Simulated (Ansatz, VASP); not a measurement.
## Two plane-wave programs on CdSe

The input POSCAR:

```
CdSe
1.0
    3.5331017334      0.0000000000      0.0000000000
    0.0000000000      3.5331017334      0.0000000000
    0.0000000000      0.0000000000      3.5331017334
Cd Se
1 1
Direct
    0.0000000000      0.0000000000      0.0000000000
    0.5000000000      0.5000000000      0.5000000000
```

INCAR.step1

```
SYSTEM = CdSe
PREC = Accurate
ENCUT = 520
EDIFF = 1E-5
ISMEAR = -1
SIGMA = 0.02
LREAL = .False.
LASPH = .True.
NELM = 100
ALGO = Normal
ISIF = 2
LWAVE = .True.
GGA = PE
NBANDS = 16
```

The input INCAR.step2:

```
SYSTEM = CdSe
PREC = Accurate
ENCUT = 520
EDIFF = 1E-7
ISMEAR = -1
SIGMA = 0.02
LREAL = .False.
LASPH = .True.
NELM = 100
ALGO = Normal
ISIF = 2
LWAVE = .False.
LCHARG = .True.
GGA = PE
LHFCALC = .True.
HFSCREEN = 0.2079
PRECFOCK = Normal
LELF = .True.
LVHAR = .True.
ISTART = 1
NBANDS = 16
```

KPOINTS

```
Automatic mesh
0
Gamma
  4 4 4
  0 0 0
```

Input for Ansatz:

```yaml
crystal:
  lattice:
    - [3.5331017334, 0.0, 0.0]
    - [0.0, 3.5331017334, 0.0]
    - [0.0, 0.0, 3.5331017334]
  atoms:
    - { symbol: Cd, position: [0.0, 0.0, 0.0] }
    - { symbol: Se, position: [0.5, 0.5, 0.5] }
kpoints:
  mp_grid: { grid: [4, 4, 4] }
hamiltonian:
  xc: hse06
scf:
  occupations: { method: fermi_dirac, width: 0.02 }
  n_extra_bands: 4
output:
  forces: true
  stress: true
  eigenvalues: true
```

Alike in both runs: task single point; functional HSE06; k mesh 4 × 4 × 4; occupations fermi-dirac, width 0.02 eV; no spin polarisation.

|  | VASP | Ansatz |
| --- | --- | --- |
| version | VASP 6.6.1 | Ansatz 0.2.0 |
| potentials or method | VASP PAW PBE potentials, release 64 (Cd, Se) | plane waves, PAW |
| plane-wave cutoff (eV) | 520 | 420 |
| valence electrons in the cell | 18 | 36 |

VASP gave:

* pressure (GPa): -0.1

Q: Estimate Ansatz's values.

A: Pressure (GPa): -0.3.

VASP's potentials hold 18 valence electrons a cell and Ansatz's 36, so a difference there can come from the potentials and not from the codes. Ansatz's warnings: filled band counts differ across k points, stress exchange threshold loose, stress scf threshold loose.

The k mesh is coarse, so the values compare programs but aren't converged.
